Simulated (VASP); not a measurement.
# NaBe2Se2 (P-6m2) in VASP: density of states with PBE

Aim: the density of states of NaBe2Se2 with PBE.

Program: VASP 6.6.1. These are calculated values, not measurements. Logs are shortened: lines on timing, memory, paths and dates and some standing lists are left out, and cuts for length are marked.

## 1. The cell of the first run

Symmetry: P-6m2, No. 187, hexagonal system. Conventional cell: a = 3.672 Å, b = 3.672 Å, c = 8.011 Å, α = 90.00°, β = 90.00°, γ = 120.00°. Within 4.0 Å of Na (site symmetry -6m2) lie 6 Se at 3.04 Å and 6 Be at 3.54 Å and 6 Na at 3.67 Å. Be (site symmetry 3m) has 3 Se at 2.22 Å and 1 Be at 2.35 Å within 2.9 Å. Se (site symmetry 3m) has 3 Be at 2.22 Å within 2.9 Å.

## 2. Density of states, PBE

Input file POSCAR:

```
NaBe2Se2
1.0
    3.6722752052      0.0000000000      0.0000000000
   -1.8361376026      3.1802836174      0.0000000000
    0.0000000000      0.0000000000      8.0111624654
Na Be Se
1 2 2
Direct
    0.3333333333      0.6666666667      0.5000000000
    0.6666666667      0.3333333333      0.1463856720
    0.6666666667      0.3333333333      0.8536143280
    0.0000000000      0.0000000000      0.2285164705
    0.0000000000      0.0000000000      0.7714835295
```

Input file INCAR.step1:

```
SYSTEM = NaBe2Se2
ALGO = Normal ; EDIFF = 1E-7
ENCUT = 520 ; GGA = PE
ISIF = 2 ; ISMEAR = 0
LASPH = .True. ; LCHARG = .True.
LREAL = .False. ; LWAVE = .False.
NBANDS = 20 ; NELM = 100
PREC = Accurate ; SIGMA = 0.1
```

Input file KPOINTS.step1:

```
k-points
0
Gamma
  12 12 6
  0 0 0
```

Input file INCAR.step2:

```
SYSTEM = NaBe2Se2
ALGO = Normal ; EDIFF = 1E-7
ENCUT = 520 ; GGA = PE
ICHARG = 11 ; ISIF = 2
ISMEAR = -5 ; LASPH = .True.
LCHARG = .False. ; LORBIT = 11
LREAL = .False. ; LWAVE = .False.
NEDOS = 1001 ; NELM = 100
PREC = Accurate ; SIGMA = 0.1
```

Input file KPOINTS.step2:

```
k-points
0
Gamma
  18 18 9
  0 0 0
```

Potentials or basis: VASP PAW PBE potentials, release 64 (Na_pv, Be, Se).

Started as:

```
$ cat potpaw_PBE.64/Na_pv/POTCAR potpaw_PBE.64/Be/POTCAR potpaw_PBE.64/Se/POTCAR > POTCAR
$ cp INCAR.step1 INCAR
$ cp KPOINTS.step1 KPOINTS
$ mpirun -np 1 vasp_std > vasp.out
$ cp INCAR.step2 INCAR
$ cp KPOINTS.step2 KPOINTS
$ mpirun -np 1 vasp_std > vasp.out
```

OUTCAR:

```text
SYSTEM = NaBe2Se2
   EDIFF = 1E-7
   ENCUT = 520
   GGA = PE
   ICHARG = 11
   ISIF = 2
   ISMEAR = -5
   LASPH = .True.
   LORBIT = 11
   LREAL = .False.
   NELM = 100
   PREC = Accurate

 ion  position               nearest neighbor table
   1  0.333  0.667  0.500-
   2  0.667  0.333  0.146-   4 2.22   4 2.22   4 2.22   3 2.35
   3  0.667  0.333  0.854-   5 2.22   5 2.22   5 2.22   2 2.35
   4  0.000  0.000  0.229-   2 2.22   2 2.22   2 2.22
   5  0.000  0.000  0.771-   3 2.22   3 2.22   3 2.22

  LATTYP: Found a hexagonal cell.
 ALAT       =     3.6722752052
 C/A-ratio  =     2.1815256259

  Lattice vectors:

 A1 = (   3.6722752052,   0.0000000000,   0.0000000000)
 A2 = (  -1.8361376026,   3.1802836174,   0.0000000000)
 A3 = (   0.0000000000,   0.0000000000,   8.0111624654)

Analysis of symmetry for initial positions (statically):
=====================================================================
 Subroutine PRICEL returns:
 Original cell was already a primitive cell.

 Routine SETGRP: Setting up the symmetry group for a
 hexagonal supercell.

 Subroutine GETGRP returns: Found 12 space group operations
 (whereof 12 operations were pure point group operations)
 out of a pool of 24 trial point group operations.

The static configuration has the point symmetry D_3h.

Analysis of symmetry for dynamics (positions and initial velocities):
=====================================================================
 Subroutine PRICEL returns:
 Original cell was already a primitive cell.

 Routine SETGRP: Setting up the symmetry group for a
 hexagonal supercell.

 Subroutine GETGRP returns: Found 12 space group operations
 (whereof 12 operations were pure point group operations)
 out of a pool of 24 trial point group operations.

The dynamic configuration has the point symmetry D_3h.

 Subroutine INISYM returns: Found 12 space group operations
 (whereof 12 operations are pure point group operations),
 and found     1 'primitive' translations

----------------------------------------------------------------------------------------

                                     Primitive cell

  volume of cell :      93.5614

  direct lattice vectors                    reciprocal lattice vectors
     3.672275205  0.000000000  0.000000000     0.272310746  0.157218682  0.000000000
    -1.836137603  3.180283617  0.000000000     0.000000000  0.314437365  0.000000000
     0.000000000  0.000000000  8.011162465     0.000000000  0.000000000  0.124825829

  length of vectors
     3.672275205  3.672275205  8.011162465     0.314437365  0.314437365  0.124825829

  position of ions in fractional coordinates (direct lattice)
     0.333333333  0.666666667  0.500000000
     0.666666667  0.333333333  0.146385672
     0.666666667  0.333333333  0.853614328
     0.000000000  0.000000000  0.228516470
     0.000000000  0.000000000  0.771483530

  ion indices of the primitive-cell ions
   primitive index   ion index
                 1           1
                 2           2
                 3           3
                 4           4
                 5           5

----------------------------------------------------------------------------------------

 KPOINTS: k-points

Automatic generation of k-mesh.
 Grid dimensions read from file:
 generate k-points for:   18   18    9

 Generating k-lattice:

  Cartesian coordinates                     Fractional coordinates (reciprocal lattice)
     0.015128375  0.008734371  0.000000000     0.055555556  0.000000000  0.000000000
     0.000000000  0.017468742  0.000000000     0.000000000  0.055555556  0.000000000
     0.000000000  0.000000000  0.013869537     0.000000000  0.000000000  0.111111111

  Length of vectors
     0.017468742  0.017468742  0.013869537

  Shift w.r.t. Gamma in fractional coordinates (k-lattice)
     0.000000000  0.000000000  0.000000000

 TETIRR: Found   2805 inequivalent tetrahedra from    17496

 Subroutine IBZKPT returns following result:
 ===========================================

 Found    185 irreducible k-points:

 Following reciprocal coordinates:
            Coordinates               Weight
  0.000000  0.000000  0.000000      1.000000
  0.055556 -0.000000  0.000000      6.000000
  0.111111 -0.000000  0.000000      6.000000
  0.166667 -0.000000  0.000000      6.000000
  0.222222  0.000000  0.000000      6.000000
  0.277778 -0.000000  0.000000      6.000000
[... 16 lines left out ...]
  0.333333  0.111111  0.000000     12.000000
  0.388889  0.111111  0.000000     12.000000
 [... further k-points ...]
   k-points           NKPTS =    185   k-points in BZ     NKDIM =    185   number of bands    NBANDS=     15
   number of dos      NEDOS =   1001   number of ions     NIONS =      5
   total plane-waves  NPLWV =  47040
   dimension x,y,z NGX =    28 NGY =   28 NGZ =   60
   dimension x,y,z NGXF=    56 NGYF=   56 NGZF=  120
   ions per type =               1   2   2
   NGX,Y,Z   is equivalent  to a cutoff of  12.68, 12.68, 12.45 a.u.
   NGXF,Y,Z  is equivalent  to a cutoff of  25.35, 25.35, 24.90 a.u.
 SYSTEM =  NaBe2Se2
   PREC   = accura    normal or accurate (medium, high low for compatibility)
   ISTART =      0    job   : 0-new  1-cont  2-samecut
   ICHARG =     11    charge: 1-file 2-atom 10-const
   ISPIN  =      1    spin polarized calculation?
   LNONCOLLINEAR =      F non collinear calculations
   LSORBIT =      F    spin-orbit coupling
   LASPH  =      T    aspherical Exc in radial PAW
   ENCUT  =  520.0 eV  38.22 Ry    6.18 a.u.   6.83  6.83 14.90*2*pi/ulx,y,z
   NELM   =    100;   NELMIN=  2; NELMDL=  0     # of ELM steps
   EDIFF  = 0.1E-06   stopping-criterion for ELM
   LREAL  =      F    real-space projection
   EDIFFG = 0.1E-05   stopping-criterion for IOM
   NSW    =      0    number of steps for IOM
   IBRION =     -1    ionic relax: 0-MD 1-quasi-New 2-CG
   NFREE  =      0    steps in history (QN), initial steepest desc. (CG)
   ISIF   =      2    stress and relaxation
   ISYM   =      2    0-nonsym 1-usesym 2-fastsym
   POTIM  = 0.5000    time-step for ionic-motion
   TEBEG  =    0.0;   TEEND  =   0.0 temperature during run
   PSTRESS=    0.0 pullay stress
   NELECT =      23.0000    total number of electrons
   NUPDOWN=      -1.0000    fix difference up-down
   EMIN   =  10.00;   EMAX   =-10.00  energy-range for DOS
   EFERMI =   0.00;   METHOD = LEGACY
   ISMEAR =    -5;   SIGMA  =   0.10  broadening in eV -4-tet -1-fermi 0-gaus
   EFERMI_NEDOS =   21; number of points for ismear=-14 and -15
   IALGO  =     38    algorithm
   IMIX   =      4    mixing-type and parameters
     AMIX     =   0.40;   BMIX     =  1.00
     AMIX_MAG =   1.60;   BMIX_MAG =  1.00
  volume/ion in A,a.u.               =      18.71       126.28
  Fermi-wavevector in a.u.,A,eV,Ry     =   1.025538  1.937986 14.309641  1.051729
  Thomas-Fermi vector in A             =   2.159384
   LORBIT       =     11    0 simple, 1 ext, 2 COOP (PROOUT), +10 PAW based schemes
   GGA     = PE    functional components
   LHFCALC =     F    Hartree Fock is set to
   AEXX    =    0.0000 exact exchange contribution
   IVDW    =     0    specifies the selected vdW correction
   LEPSILON=     F    determine dielectric tensor
   LRPA    =     F    only Hartree local field effects (RPA)
 non-spin polarized calculation
 Fermi weights with tetrahedron method with Bloechl corrections
  energy-cutoff  :      520.00
  volume of cell :       93.56
 maximum number of plane-waves:      2539
 NGX is ok and might be reduce to    28

 number of electron      22.9999990 magnetization

 Free energy of the ion-electron system (eV)
  ---------------------------------------------------
  ext. energy  EPLUGINS =         0.00000000
  ---------------------------------------------------
  free energy    TOTEN  =       -18.46981554 eV

  energy without entropy =      -18.46981554  energy(sigma->0) =      -18.46981554

 E-fermi :   3.8350     XC(G=0):  -8.9240

 val. band max:        3.8339708117   @ k =   0.2222   0.2222   0.2222
 cond. band min:       3.8580882624   @ k =   0.3333  -0.0000   0.0000
 fundamental gap:      0.0241174507
 Fermi energy:         3.8349761150

 k-point     1 :       0.0000    0.0000    0.0000
  band No.  band energies     occupation
      1     -21.1335      2.00000
      2     -21.1328      2.00000
      3     -21.1328      2.00000
      4     -10.7831      2.00000
      5     -10.4342      2.00000
      6      -2.1071      2.00000
      7       0.8783      2.00000
      8       1.5646      2.00000
      9       1.5646      2.00000
     10       1.8738      2.00000
     11       1.8738      2.00000
     12       3.4486      2.00000
     13       6.7237      0.00000
     14       6.8047      0.00000
     15       7.5014      0.00000

 k-point     2 :       0.0556   -0.0000    0.0000
  band No.  band energies     occupation
      1     -21.1338      2.00000
      2     -21.1332      2.00000
      3     -21.1330      2.00000
      4     -10.7592      2.00000
      5     -10.4119      2.00000
      6      -2.0718      2.00000
      7       0.8981      2.00000
      8       1.3041      2.00000
      9       1.5044      2.00000
     10       1.6621      2.00000
     11       1.8188      2.00000
     12       3.5601      2.15259
     13       6.7825      0.00000
     14       6.9885      0.00000
     15       7.4979      0.00000

 k-point     3 :       0.1111   -0.0000    0.0000
  band No.  band energies     occupation
      1     -21.1369      2.00000
      2     -21.1337      2.00000
      3     -21.1325      2.00000
      4     -10.6888      2.00000
      5     -10.3465      2.00000
      6      -1.9673      2.00000
      7       0.6983      2.00000
      8       0.9371      2.00000
      9       1.1493      2.00000
     10       1.3412      2.00000
     11       1.6687      2.00000
     12       3.7768      1.06496
     13       6.6625      0.00000
     14       7.3248      0.00000
     15       7.6178      0.00000

 k-point     4 :       0.1667   -0.0000    0.0000
  band No.  band energies     occupation
      1     -21.1416      2.00000
      2     -21.1348      2.00000
      3     -21.1315      2.00000
      4     -10.5764      2.00000
      5     -10.2422      2.00000
      6      -1.7977      2.00000
      7      -0.0324      2.00000
      8       0.4221      2.00000
      9       1.0789      2.00000
     10       1.1158      2.00000
     11       1.4589      2.00000
     12       3.9879     -0.00763
     13       6.3011      0.00000
     14       7.4053      0.00000
     15       7.4516      0.00000
[... 307 lines left out ...]
 k-point    22 :       0.2778    0.1111    0.0000
  band No.  band energies     occupation
      1     -21.1590      2.00000
      2     -21.1409      2.00000
      3     -21.1272      2.00000
      4     -10.0449      2.00000
      5      -9.7530      2.00000
      6      -2.0804      2.00000
      7      -1.5238      2.00000
      8      -0.8599      2.00000
      9      -0.0069      2.00000
     10       0.4141      2.00000
     11       1.5514      2.00000
     12       3.8623      0.76799
     13       5.8747      0.00000
     14       7.3409      0.00000
     15       7.6009      0.00000

 k-point    23 :       0.3333    0.1111    0.0000
  band No.  band energies     occupation
      1     -21.1630      2.00000
      2     -21.1423      2.00000
      3     -21.1262      2.00000
      4      -9.9001      2.00000
      5      -9.6213      2.00000
      6      -2.4978      2.00000
      7      -1.9311      2.00000
      8      -0.5681      2.00000
      9      -0.1860      2.00000
     10       0.2407      2.00000
     11       1.6766      2.00000
     12       3.4853      2.05424
     13       6.0058      0.00000
     14       7.3359      0.00000
     15       7.4664      0.00000

 k-point    24 :       0.3889    0.1111    0.0000
  band No.  band energies     occupation
      1     -21.1656      2.00000
      2     -21.1432      2.00000
      3     -21.1256      2.00000
      4      -9.7993      2.00000
      5      -9.5302      2.00000
      6      -2.7686      2.00000
      7      -2.1930      2.00000
      8      -0.3751      2.00000
      9      -0.2562      2.00000
     10       0.1343      2.00000
     11       1.7635      2.00000
     12       3.1738      2.00000
     13       6.1020      0.00000
     14       7.3834      0.00000
     15       7.3957      0.00000

 [... further k-points ...]
[... 5 lines left out ...]
  --------------------------------------------------------------------------------------
  -------------------------------------------------------------------------------------
  Total        0.1064410      0.1064410     -0.0090420     -0.0000000      0.0000000      0.0000000
  in kB        1.8227317      1.8227317     -0.1548380     -0.0000000      0.0000000      0.0000000
  external PRESSURE =       1.1635418 kB  Pullay stress =       0.0000000 kB

 VOLUME and BASIS-vectors are now :
 -----------------------------------------------------------------------------
  energy-cutoff  :      520.00
  volume of cell :       93.56
      direct lattice vectors                 reciprocal lattice vectors
     3.672275205  0.000000000  0.000000000     0.272310746  0.157218682  0.000000000
    -1.836137603  3.180283617  0.000000000     0.000000000  0.314437365  0.000000000
     0.000000000  0.000000000  8.011162465     0.000000000  0.000000000  0.124825829

 POSITION                                       TOTAL-FORCE (eV/Angst)
 -----------------------------------------------------------------------------------
     -0.00000      2.12019      4.00558        -0.000000      0.000000      0.000000
      1.83614      1.06009      1.17272         0.000000      0.000000     -0.011519
      1.83614      1.06009      6.83844         0.000000      0.000000      0.011519
      0.00000      0.00000      1.83068         0.000000     -0.000000     -0.006154
      0.00000      0.00000      6.18048         0.000000     -0.000000      0.006154
 -----------------------------------------------------------------------------------
    total drift:                                0.002337     -0.001349     -0.000000

  FREE ENERGIE OF THE ION-ELECTRON SYSTEM (eV)
  ---------------------------------------------------
  free  energy   TOTEN  =       -18.4698155422 eV

  energy  without entropy=      -18.4698155422  energy(sigma->0) =      -18.46981554

 total charge

# of ion       s       p       d       tot
------------------------------------------
    1        0.055   5.980   0.000   6.035
    2        0.392   0.572   0.000   0.964
    3        0.392   0.572   0.000   0.964
    4        1.427   2.479   0.030   3.936
    5        1.427   2.479   0.030   3.936
--------------------------------------------------
tot          3.692  12.083   0.060  15.835
```

Wall time 1.8 min (1 thread of Intel Xeon 6975P-C (Granite Rapids), shared host); peak memory 0.4 GiB.

Results:

```yaml
Valence_electrons_inside_the_program's_atomic_spheres: Na 6.04; Be 0.96; Se 3.94
```

Caveat: tetrahedron occupations give inexact forces and stress in metals.
